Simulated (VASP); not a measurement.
Wanted: the native input for a VASP 6.6.1 run.

| Item | Value |
| --- | --- |
| Task | single point |
| Functional | PBE |
| Potentials or basis | VASP PAW PBE potentials, release 64 (Cd, Ag) |
| Cutoff | 520 eV |
| k mesh | 8 × 8 × 8 |
| Occupations | gaussian, width 0.1 eV |
| Spin | no spin polarisation |
| Dipole correction | no |
| Further INCAR settings | ALGO = Fast; EDIFF = 1e-06; NBANDS = 43 |

The structure of CdAg2 lies in POSCAR:

```
CdAg2
1.0
    0.0000000000      3.9307167000      3.9307167000
    3.9307167000      0.0000000000      3.9307167000
    3.9307167000      3.9307167000      0.0000000000
Cd Ag
2 4
Direct
    0.5000000000      0.5000000000      0.5000000000
    0.7500000000      0.7500000000      0.7500000000
    0.1250000000      0.1250000000      0.1250000000
    0.6250000000      0.1250000000      0.1250000000
    0.1250000000      0.1250000000      0.6250000000
    0.1250000000      0.6250000000      0.1250000000
```

The cell was generated, and may not be a known phase.

These files were run (other wordings do the same):

INCAR

```
PREC = Accurate ; ENCUT = 520
EDIFF = 1E-6 ; ISMEAR = 0
SIGMA = 0.1 ; LREAL = F
LASPH = T ; NELM = 100
ALGO = Fast ; ISIF = 2
LWAVE = F ; LCHARG = F
GGA = PE ; NBANDS = 43
```

KPOINTS

```
Automatic mesh
0
Gamma
  8 8 8
```

Potentials or basis: VASP PAW PBE potentials, release 64 (Cd, Ag).

The run is started by

```console
$ cat potpaw_PBE.64/Cd/POTCAR potpaw_PBE.64/Ag/POTCAR > POTCAR
$ mpirun -np 1 vasp_std > vasp.out
```

It gave:

- Pressure: 0.0 GPa
- Band gap on the k mesh: zero (bands 34 and 35 overlap by 1.40 eV)

Wall time 97 s on 1 thread of AMD EPYC 9R45 (Zen 5) (shared host), peak memory 0.28 GiB.
